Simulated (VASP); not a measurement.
SiO2:

```xyz
6
Lattice="-2.3740 2.3740 3.7440 2.3740 -2.3740 3.7440 2.3740 2.3740 -3.7440" Properties=species:S:1:pos:R:3 pbc="T T T"
Si    0.0000    0.0000    0.0000
Si    0.0000    2.3740    1.8720
O     1.1870    2.9599    2.8080
O     0.5858    1.1870    0.9360
O    -1.1870    1.7882    2.8080
O    -0.5858    3.5611    0.9360
```

```yaml
Program: VASP 6.6.1
Task: relaxation of cell and atoms
Functional: PBE
Potentials_or_basis: VASP PAW PBE potentials, release 64 (Si, O)
Cutoff: 600 eV
k_mesh: 8 × 8 × 8
Occupations: gaussian, width 0.02 eV
Spin: no spin polarisation
```

At the start: pressure 3.4 GPa; volume 14.07 Å³/atom.

How do energy, volume and symmetry change on relaxing?

Over 16 steps the energy falls by 14.1 meV/atom and the volume is 15.58 Å³/atom (+10.7 %); space group I-42d (No. 122, to 0.1 Å) before and after.

Step by step:
| step | energy change (eV) | largest force (eV/Å) | pressure (GPa) | volume (Å³) |
| --- | --- | --- | --- | --- |
| 1 | 0.0000 | 0.1282 | 3.44 | 84.41 |
| 2 | 0.0092 | 0.4607 | -3.99 | 88.15 |
| 3 | -0.0193 | 0.1464 | -0.08 | 86.07 |
| 4 | -0.0267 | 0.1446 | -0.06 | 86.35 |
| 5 | -0.0439 | 0.1423 | 0.03 | 87.17 |
| 6 | -0.0559 | 0.1346 | 0.08 | 88.73 |
| 7 | -0.0665 | 0.0466 | 0.79 | 89.46 |
| 8 | -0.0734 | 0.0646 | 1.76 | 90.55 |
| 9 | -0.0775 | 0.0380 | 1.25 | 91.13 |
| 10 | -0.0831 | 0.0431 | -0.25 | 92.87 |
| 11 | -0.0831 | 0.0472 | -0.39 | 93.00 |
| 12 | -0.0831 | 0.0460 | -0.36 | 92.95 |
| 13 | -0.0835 | 0.0391 | -0.32 | 93.09 |
| 14 | -0.0842 | 0.0226 | -0.27 | 93.48 |
| 15 | -0.0843 | 0.0161 | -0.24 | 93.67 |
| 16 | -0.0844 | 0.0003 | 0.03 | 93.46 |

Final structure:
```
Si O
1.0
    -2.51709    2.51709    3.68792
     2.51709   -2.51709    3.68792
     2.51709    2.51709   -3.68792
Si O
2 4
Direct
  0.00000 0.00000 0.00000
  0.75000 0.25000 0.50000
  0.96573 0.62500 0.84073
  0.37500 0.21573 0.34073
  0.78427 0.12500 0.15927
  0.87500 0.03427 0.65927
```
